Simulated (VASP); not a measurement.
# MgO (Fm-3m) in VASP: further runs

The runs below take MgO through single point, with r2SCAN, BLYP+D3(BJ).

Everything below comes from runs of VASP 6.6.1. Logs are shortened: lines on timing, memory, paths and dates and some standing lists are left out, and cuts for length are marked.

### 1 The cell of the first run

Symmetry: Fm-3m, No. 225, cubic system. The conventional cell has a = 4.276 Å, b = 4.276 Å, c = 4.276 Å, α = 90.00°, β = 90.00°, γ = 90.00°. Mg (site symmetry m-3m) has 6 O at 2.14 Å within 2.8 Å. Within 2.8 Å of O (site symmetry m-3m) lie 6 Mg at 2.14 Å.

### 2 Single point, r2SCAN

POSCAR

```
MgO
1.0
    0.0000000000      2.1381295086      2.1381295086
    2.1381295086      0.0000000000      2.1381295086
    2.1381295086      2.1381295086      0.0000000000
Mg O
1 1
Direct
    0.0000000000      0.0000000000      0.0000000000
    0.5000000000      0.5000000000      0.5000000000
```

INCAR.step1

```
ALGO = Normal ; EDIFF = 1E-5
ENCUT = 750 ; GGA = PE
GGA_COMPAT = False ; ISMEAR = -1
LASPH = True ; LCHARG = False
LREAL = False ; LWAVE = True
NBANDS = 15 ; NELM = 120
PREC = Accurate ; SIGMA = 0.05
```

INCAR.step2

```
ALGO = Normal ; EDIFF = 1E-6
ENCUT = 750 ; GGA_COMPAT = False
ISIF = 2 ; ISMEAR = -1
ISTART = 1 ; LASPH = True
LCHARG = True ; LELF = True
LMIXTAU = True ; LREAL = False
LVHAR = True ; LWAVE = False
METAGGA = R2SCAN ; NBANDS = 15
NELM = 120 ; PREC = Accurate
SIGMA = 0.05
```

KPOINTS

```
k-points
0
Gamma
  11 11 11
```

Potentials or basis: VASP PAW PBE potentials, release 64 (Mg_sv, O).

On the command line:

```sh
> cat potpaw_PBE.64/Mg_sv/POTCAR potpaw_PBE.64/O/POTCAR > POTCAR
> cp INCAR.step1 INCAR
> mpirun -np 1 vasp_std > vasp.out
> cp INCAR.step2 INCAR
> mpirun -np 1 vasp_std > vasp.out
```

OUTCAR:

```text
EDIFF = 1E-6
   ENCUT = 750
   ISIF = 2
   ISMEAR = -1
   ISTART = 1
   LASPH = True
   LREAL = False
   METAGGA = R2SCAN
   NELM = 120
   PREC = Accurate

 ion  position               nearest neighbor table
   1  0.000  0.000  0.000-
   2  0.500  0.500  0.500-

  LATTYP: Found a face centered cubic cell.
 ALAT       =     4.2762590172

  Lattice vectors:

 A1 = (   0.0000000000,   2.1381295086,   2.1381295086)
 A2 = (   2.1381295086,   0.0000000000,   2.1381295086)
 A3 = (   2.1381295086,   2.1381295086,   0.0000000000)

Analysis of symmetry for initial positions (statically):
=====================================================================
 Subroutine PRICEL returns:
 Original cell was already a primitive cell.

 Routine SETGRP: Setting up the symmetry group for a
 face centered cubic supercell.

 Subroutine GETGRP returns: Found 48 space group operations
 (whereof 48 operations were pure point group operations)
 out of a pool of 48 trial point group operations.

The static configuration has the point symmetry O_h .

Analysis of symmetry for dynamics (positions and initial velocities):
=====================================================================
 Subroutine PRICEL returns:
 Original cell was already a primitive cell.

 Routine SETGRP: Setting up the symmetry group for a
 face centered cubic supercell.

 Subroutine GETGRP returns: Found 48 space group operations
 (whereof 48 operations were pure point group operations)
 out of a pool of 48 trial point group operations.

The dynamic configuration has the point symmetry O_h .

 Subroutine INISYM returns: Found 48 space group operations
 (whereof 48 operations are pure point group operations),
 and found     1 'primitive' translations

----------------------------------------------------------------------------------------

                                     Primitive cell

  volume of cell :      19.5493

  direct lattice vectors                    reciprocal lattice vectors
     0.000000000  2.138129509  2.138129509    -0.233849258  0.233849258  0.233849258
     2.138129509  0.000000000  2.138129509     0.233849258 -0.233849258  0.233849258
     2.138129509  2.138129509  0.000000000     0.233849258  0.233849258 -0.233849258

  length of vectors
     3.023771749  3.023771749  3.023771749     0.405038797  0.405038797  0.405038797

  position of ions in fractional coordinates (direct lattice)
     0.000000000  0.000000000  0.000000000
     0.500000000  0.500000000  0.500000000

  ion indices of the primitive-cell ions
   primitive index   ion index
                 1           1
                 2           2

----------------------------------------------------------------------------------------

 KPOINTS: k-points

Automatic generation of k-mesh.
 Grid dimensions read from file:
 generate k-points for:   11   11   11

 Generating k-lattice:

  Cartesian coordinates                     Fractional coordinates (reciprocal lattice)
    -0.021259023  0.021259023  0.021259023     0.090909091  0.000000000  0.000000000
     0.021259023 -0.021259023  0.021259023     0.000000000  0.090909091  0.000000000
     0.021259023  0.021259023 -0.021259023     0.000000000  0.000000000  0.090909091

  Length of vectors
     0.036821709  0.036821709  0.036821709

  Shift w.r.t. Gamma in fractional coordinates (k-lattice)
     0.000000000  0.000000000  0.000000000

 Subroutine IBZKPT returns following result:
 ===========================================

 Found     56 irreducible k-points:

 Following reciprocal coordinates:
            Coordinates               Weight
  0.000000  0.000000  0.000000      1.000000
  0.090909  0.000000  0.000000      8.000000
  0.181818  0.000000  0.000000      8.000000
  0.272727  0.000000  0.000000      8.000000
  0.363636  0.000000  0.000000      8.000000
  0.454545  0.000000  0.000000      8.000000
[... 16 lines left out ...]
 -0.272727  0.181818  0.000000     24.000000
 -0.181818  0.181818  0.000000     12.000000
 [... further k-points ...]
   k-points           NKPTS =     56   k-points in BZ     NKDIM =     56   number of bands    NBANDS=     15
   number of dos      NEDOS =    301   number of ions     NIONS =      2
   total plane-waves  NPLWV =  21952
   dimension x,y,z NGX =    28 NGY =   28 NGZ =   28
   dimension x,y,z NGXF=    56 NGYF=   56 NGZF=   56
   ions per type =               1   1
   NGX,Y,Z   is equivalent  to a cutoff of  15.39, 15.39, 15.39 a.u.
   NGXF,Y,Z  is equivalent  to a cutoff of  30.79, 30.79, 30.79 a.u.
 SYSTEM =  unknown system
   PREC   = accura    normal or accurate (medium, high low for compatibility)
   ISTART =      1    job   : 0-new  1-cont  2-samecut
   ICHARG =      0    charge: 1-file 2-atom 10-const
   ISPIN  =      1    spin polarized calculation?
   LNONCOLLINEAR =      F non collinear calculations
   LSORBIT =      F    spin-orbit coupling
   LASPH  =      T    aspherical Exc in radial PAW
   ENCUT  =  750.0 eV  55.12 Ry    7.42 a.u.   6.75  6.75  6.75*2*pi/ulx,y,z
   NELM   =    120;   NELMIN=  2; NELMDL=  0     # of ELM steps
   EDIFF  = 0.1E-05   stopping-criterion for ELM
   LREAL  =      F    real-space projection
   EDIFFG = 0.1E-04   stopping-criterion for IOM
   NSW    =      0    number of steps for IOM
   IBRION =     -1    ionic relax: 0-MD 1-quasi-New 2-CG
   NFREE  =      0    steps in history (QN), initial steepest desc. (CG)
   ISIF   =      2    stress and relaxation
   ISYM   =      2    0-nonsym 1-usesym 2-fastsym
   POTIM  = 0.5000    time-step for ionic-motion
   TEBEG  =    0.0;   TEEND  =   0.0 temperature during run
   PSTRESS=    0.0 pullay stress
   NELECT =      16.0000    total number of electrons
   NUPDOWN=      -1.0000    fix difference up-down
   EMIN   =  10.00;   EMAX   =-10.00  energy-range for DOS
   EFERMI =   0.00;   METHOD = LEGACY
   ISMEAR =    -1;   SIGMA  =   0.05  broadening in eV -4-tet -1-fermi 0-gaus
   EFERMI_NEDOS =   21; number of points for ismear=-14 and -15
   IALGO  =     38    algorithm
   IMIX   =      4    mixing-type and parameters
     AMIX     =   0.40;   BMIX     =  1.00
     AMIX_MAG =   1.60;   BMIX_MAG =  1.00
  volume/ion in A,a.u.               =       9.77        65.96
  Fermi-wavevector in a.u.,A,eV,Ry     =   1.531337  2.893808 31.905573  2.344993
  Thomas-Fermi vector in A             =   2.638696
   LORBIT       =      0    0 simple, 1 ext, 2 COOP (PROOUT), +10 PAW based schemes
   METAGGA = R2SCAN    functional components
   LHFCALC =     F    Hartree Fock is set to
   AEXX    =    0.0000 exact exchange contribution
   IVDW    =     0    specifies the selected vdW correction
   LEPSILON=     F    determine dielectric tensor
   LRPA    =     F    only Hartree local field effects (RPA)
 non-spin polarized calculation
  energy-cutoff  :      750.00
  volume of cell :       19.55
 maximum number of plane-waves:       941
   NGX = 13   NGY = 13   NGZ = 13

 number of electron      15.9999999 magnetization

 Free energy of the ion-electron system (eV)
  ---------------------------------------------------
  ext. energy  EPLUGINS =         0.00000000
  ---------------------------------------------------
  free energy    TOTEN  =       -16.14489910 eV

  energy without entropy =      -16.14489910  energy(sigma->0) =      -16.14489910

 E-fermi :   3.4342     XC(G=0): -11.7911

 val. band max:        2.1972394644   @ k =   0.0000   0.0000   0.0000
 cond. band min:       7.4014208199   @ k =   0.0000   0.0000   0.0000
 fundamental gap:      5.2041813556
 Fermi energy:         3.4341806492

 k-point     1 :       0.0000    0.0000    0.0000
  band No.  band energies     occupation
      1     -72.9476      2.00000
      2     -38.0426      2.00000
      3     -38.0426      2.00000
      4     -38.0426      2.00000
      5     -15.7667      2.00000
      6       2.1972      2.00000
      7       2.1972      2.00000
      8       2.1972      2.00000
      9       7.4014      0.00000
     10      18.7886      0.00000
     11      18.7886      0.00000
     12      18.7886      0.00000
     13      22.7634      0.00000
     14      24.5521      0.00000
     15      24.5521      0.00000

 k-point     2 :       0.0909    0.0000    0.0000
  band No.  band energies     occupation
      1     -72.9469      2.00000
      2     -38.0479      2.00000
      3     -38.0429      2.00000
      4     -38.0429      2.00000
      5     -15.6853      2.00000
      6       1.6804      2.00000
      7       2.1439      2.00000
      8       2.1439      2.00000
      9       7.9198      0.00000
     10      17.7101      0.00000
     11      18.9872      0.00000
     12      18.9872      0.00000
     13      23.8931      0.00000
     14      23.8931      0.00000
     15      24.1890      0.00000

 k-point     3 :       0.1818    0.0000    0.0000
  band No.  band energies     occupation
      1     -72.9456      2.00000
      2     -38.0629      2.00000
      3     -38.0443      2.00000
      4     -38.0443      2.00000
      5     -15.4595      2.00000
      6       0.5634      2.00000
      7       2.0040      2.00000
      8       2.0040      2.00000
      9       9.0038      0.00000
     10      16.2566      0.00000
     11      19.4212      0.00000
     12      19.4212      0.00000
     13      23.1519      0.00000
     14      23.1519      0.00000
     15      25.3368      0.00000

 k-point     4 :       0.2727    0.0000    0.0000
  band No.  band energies     occupation
      1     -72.9438      2.00000
      2     -38.0823      2.00000
      3     -38.0462      2.00000
      4     -38.0462      2.00000
      5     -15.1443      2.00000
      6      -0.6240      2.00000
      7       1.8283      2.00000
      8       1.8283      2.00000
      9      10.0094      0.00000
     10      15.4061      0.00000
     11      19.6155      0.00000
     12      19.6155      0.00000
     13      23.3059      0.00000
     14      23.3059      0.00000
     15      24.9020      0.00000
[... 307 lines left out ...]
 k-point    22 :      -0.3636    0.1818    0.0000
  band No.  band energies     occupation
      1     -72.9406      2.00000
      2     -38.1008      2.00000
      3     -38.0635      2.00000
      4     -38.0506      2.00000
      5     -14.5733      2.00000
      6      -1.6181      2.00000
      7       0.5599      2.00000
      8       1.4921      2.00000
      9      12.0235      0.00000
     10      15.1210      0.00000
     11      17.0367      0.00000
     12      20.0301      0.00000
     13      23.8297      0.00000
     14      24.4760      0.00000
     15      27.6639      0.00000

 k-point    23 :      -0.2727    0.1818    0.0000
  band No.  band energies     occupation
      1     -72.9416      2.00000
      2     -38.0914      2.00000
      3     -38.0619      2.00000
      4     -38.0476      2.00000
      5     -14.7789      2.00000
      6      -1.1463      2.00000
      7       0.7295      2.00000
      8       1.6621      2.00000
      9      11.6492      0.00000
     10      14.8456      0.00000
     11      17.5915      0.00000
     12      20.3387      0.00000
     13      22.5754      0.00000
     14      24.4115      0.00000
     15      27.7804      0.00000

 k-point    24 :      -0.1818    0.1818    0.0000
  band No.  band energies     occupation
      1     -72.9432      2.00000
      2     -38.0802      2.00000
      3     -38.0568      2.00000
      4     -38.0452      2.00000
      5     -15.0523      2.00000
      6      -0.5317      2.00000
      7       1.1450      2.00000
      8       1.8421      2.00000
      9      10.7386      0.00000
     10      15.0304      0.00000
     11      18.4107      0.00000
     12      20.9497      0.00000
     13      21.0044      0.00000
     14      24.3322      0.00000
     15      27.5823      0.00000

 [... further k-points ...]
[... 5 lines left out ...]
  --------------------------------------------------------------------------------------
  -------------------------------------------------------------------------------------
  Total       -0.9307586     -0.9307586     -0.9307586      0.0000000     -0.0000000      0.0000000
  in kB      -76.2808644    -76.2808644    -76.2808644      0.0000000     -0.0000000      0.0000000
  external PRESSURE =     -76.2808644 kB  Pullay stress =       0.0000000 kB

 VOLUME and BASIS-vectors are now :
 -----------------------------------------------------------------------------
  energy-cutoff  :      750.00
  volume of cell :       19.55
      direct lattice vectors                 reciprocal lattice vectors
     0.000000000  2.138129509  2.138129509    -0.233849258  0.233849258  0.233849258
     2.138129509  0.000000000  2.138129509     0.233849258 -0.233849258  0.233849258
     2.138129509  2.138129509  0.000000000     0.233849258  0.233849258 -0.233849258

 POSITION                                       TOTAL-FORCE (eV/Angst)
 -----------------------------------------------------------------------------------
      0.00000      0.00000      0.00000        -0.000000     -0.000000     -0.000000
      2.13813      2.13813      2.13813         0.000000      0.000000      0.000000
 -----------------------------------------------------------------------------------
    total drift:                                0.000000      0.000000      0.000000

  FREE ENERGIE OF THE ION-ELECTRON SYSTEM (eV)
  ---------------------------------------------------
  free  energy   TOTEN  =       -16.1448991031 eV

  energy  without entropy=      -16.1448991031  energy(sigma->0) =      -16.14489910
```

Run time: 89 s. Hardware: 1 thread of Intel Xeon Platinum 8259CL at 2.50GHz (Skylake/Cascade Lake), shared host; peak memory 0.17 GiB.

What came out:

| Property | Result |
| --- | --- |
| Free energy | -16.1449 eV |
| Pressure | -7.6 GPa |
| Band gap on the k mesh | 5.20 eV |

Caveat: the cell stands under tension; the PAW data sets were made with another functional, which shifts forces and pressure a little.

### 3 Single point, r2SCAN

This run uses another cell than the first one, of 9.59 Å³/atom.

POSCAR

```
MgO
1.0
    0.0000000000      2.1245966808      2.1245966808
    2.1245966808      0.0000000000      2.1245966808
    2.1245966808      2.1245966808      0.0000000000
Mg O
1 1
Direct
    0.0000000000      0.0000000000      0.0000000000
    0.5000000000      0.5000000000      0.5000000000
```

INCAR.step1

```
ALGO = Normal
EDIFF = 1E-5
ENCUT = 750
GGA = PE
GGA_COMPAT = False
ISMEAR = -1
LASPH = True
LCHARG = False
LREAL = False
LWAVE = True
NBANDS = 15
NELM = 120
PREC = Accurate
SIGMA = 0.05
```

INCAR.step2

```
ALGO = Normal
EDIFF = 1E-6
ENCUT = 750
GGA_COMPAT = False
ISIF = 2
ISMEAR = -1
ISTART = 1
LASPH = True
LCHARG = True
LELF = True
LMIXTAU = True
LREAL = False
LVHAR = True
LWAVE = False
METAGGA = R2SCAN
NBANDS = 15
NELM = 120
PREC = Accurate
SIGMA = 0.05
```

KPOINTS is that of step 2.

Potentials or basis: VASP PAW PBE potentials, release 64 (Mg_sv, O).

On the command line:

```sh
> cat potpaw_PBE.64/Mg_sv/POTCAR potpaw_PBE.64/O/POTCAR > POTCAR
> cp INCAR.step1 INCAR
> mpirun -np 1 vasp_std > vasp.out
> cp INCAR.step2 INCAR
> mpirun -np 1 vasp_std > vasp.out
```

Wall time 92 s (1 thread of Intel Xeon Platinum 8259CL at 2.50GHz (Skylake/Cascade Lake), shared host); peak memory 0.17 GiB.

The run converged. Its results:

```
Free energy            : -16.1571 eV
Pressure               : -4.9 GPa
Band gap on the k mesh : 5.39 eV
```

Levels at points of the mesh, in eV from the valence-band top:
```
           k point  band 4  band 5  band 6  band 7  band 8  band 9  band 10  band 11  band 12  band 13
(0.00, 0.00, 0.00)  -40.16  -18.06    0.00    0.00    0.00    5.39    16.70    16.70    16.70    20.73
```

Caveat: the cell stands under tension; the PAW data sets were made with another functional, which shifts forces and pressure a little.

### 4 Single point, BLYP+D3(BJ)

This run uses another cell than the first one, of 9.22 Å³/atom.

INCAR

```
SYSTEM = MgO
AGGAC = 1.0 ; AGGAX = 1.0
ALDAC = 0.0 ; ALDAX = 1.0
ALGO = Normal ; EDIFF = 1E-6
ENCUT = 750 ; GGA = B5
GGA_COMPAT = .False. ; ISIF = 2
ISMEAR = 1 ; IVDW = 12
LASPH = .True. ; LCHARG = .False.
LREAL = .False. ; LWAVE = .False.
NBANDS = 15 ; NELM = 120
PREC = Accurate ; SIGMA = 0.01
VDW_A1 = 0.4298 ; VDW_A2 = 4.2359
VDW_S6 = 1.0 ; VDW_S8 = 2.6996
```

KPOINTS

```
k-points
0
Gamma
  11 11 11
  0 0 0
```

POSCAR

```
MgO
1.0
    2.9656078100      0.0000000000      0.0000000000
    1.4828039050      2.5682917011      0.0000000000
    1.4828039050      0.8560972337      2.4214086372
Mg O
1 1
Direct
    0.0000000000      0.0000000000      0.0000000000
    0.5000000000      0.5000000000      0.5000000000
```

On the command line:

```sh
> cat potpaw_PBE.64/Mg_sv/POTCAR potpaw_PBE.64/O/POTCAR > POTCAR
> mpirun -np 1 vasp_std > vasp.out
```

Wall time 34 s (1 thread of Intel Xeon Platinum 8259CL at 2.50GHz (Skylake/Cascade Lake), shared host); peak memory 0.18 GiB.

It converged, with:

| Property | Result |
| --- | --- |
| Free energy | -12.5952 eV |
| Pressure | -2.5 GPa |
| Band gap on the k mesh | 5.16 eV |
| Dispersion energy per atom | -0.646 eV |

Levels at points of the mesh, in eV from the valence-band top:
| k point | band 6 | band 7 | band 8 | band 9 | band 10 | band 11 |
| --- | --- | --- | --- | --- | --- | --- |
| (0.00, 0.00, 0.00) | 0.00 | 0.00 | 0.00 | 5.16 | 16.06 | 16.06 |

Caveat: the PAW data sets were made with another functional, which shifts forces and pressure a little.

### 5 Single point, r2SCAN

This run uses another cell than the first one, of 9.41 Å³/atom.

POSCAR

```
MgO
1.0
    0.0000000000      2.1108892239      2.1108892239
    2.1108892239      0.0000000000      2.1108892239
    2.1108892239      2.1108892239      0.0000000000
Mg O
1 1
Direct
    0.0000000000      0.0000000000      0.0000000000
    0.5000000000      0.5000000000      0.5000000000
```

INCAR.step1

```
SYSTEM = MgO
PREC = Accurate
ENCUT = 750
ISMEAR = -1
SIGMA = 0.05
LREAL = .False.
LASPH = .True.
NELM = 120
NBANDS = 15
GGA = PE
ALGO = Normal
EDIFF = 1E-5
LWAVE = .True.
LCHARG = .False.
GGA_COMPAT = .False.
```

INCAR.step2

```
SYSTEM = MgO
PREC = Accurate
ENCUT = 750
EDIFF = 1E-6
ISMEAR = -1
SIGMA = 0.05
LREAL = .False.
LASPH = .True.
NELM = 120
ALGO = Normal
ISIF = 2
LWAVE = .False.
LCHARG = .False.
METAGGA = R2SCAN
LMIXTAU = .True.
NBANDS = 15
ISTART = 1
GGA_COMPAT = .False.
```

KPOINTS

```
regular mesh
0
Gamma
  11 11 11
  0 0 0
```

On the command line:

```sh
> cat potpaw_PBE.64/Mg_sv/POTCAR potpaw_PBE.64/O/POTCAR > POTCAR
> cp INCAR.step1 INCAR
> mpirun -np 1 vasp_std > vasp.out
> cp INCAR.step2 INCAR
> mpirun -np 1 vasp_std > vasp.out
```

It took 1.9 min on 1 thread of Intel Xeon Platinum 8488C (Sapphire Rapids), shared host; peak memory 0.18 GiB.

The run converged. Its results:

```
Free energy            : -16.1627 eV
Pressure               : -2.0 GPa
Band gap on the k mesh : 5.58 eV
```

Levels at points of the mesh, in eV from the valence-band top:
```tsv
k point	band 5	band 6	band 7	band 8	band 9	band 10	band 11	band 12
(0.00, 0.00, 0.00)	-18.15	0.00	0.00	0.00	5.58	16.82	16.82	16.82
```

Caveat: the PAW data sets were made with another functional, which shifts forces and pressure a little.

### 6 The runs side by side

| level | cell | smearing | gap on the mesh (eV) | pressure (GPa) |
| --- | --- | --- | --- | --- |
| r2SCAN | a = 3.024 Å, angles 60.0°, 2 atoms | fermi-dirac 0.05 eV | 5.20 | -7.6 |
| r2SCAN | a = 3.005 Å, angles 60.0°, 2 atoms | fermi-dirac 0.05 eV | 5.39 | -4.9 |
| BLYP+D3(BJ) | a = 2.966 Å, angles 60.0°, 2 atoms | methfessel-paxton 0.01 eV | 5.16 | -2.5 |
| r2SCAN | a = 2.985 Å, angles 60.0°, 2 atoms | fermi-dirac 0.05 eV | 5.58 | -2.0 |

Alike in all rows: task single point; potentials or basis VASP PAW PBE potentials, release 64 (Mg_sv, O); no spin polarisation; k mesh 11 × 11 × 11; cutoff (eV) 750.

Caveats: the PAW data sets were made with another functional, which shifts forces and pressure a little; the cell stands under tension (at least some runs).

Absolute energies hang on the potentials; compare differences alone.
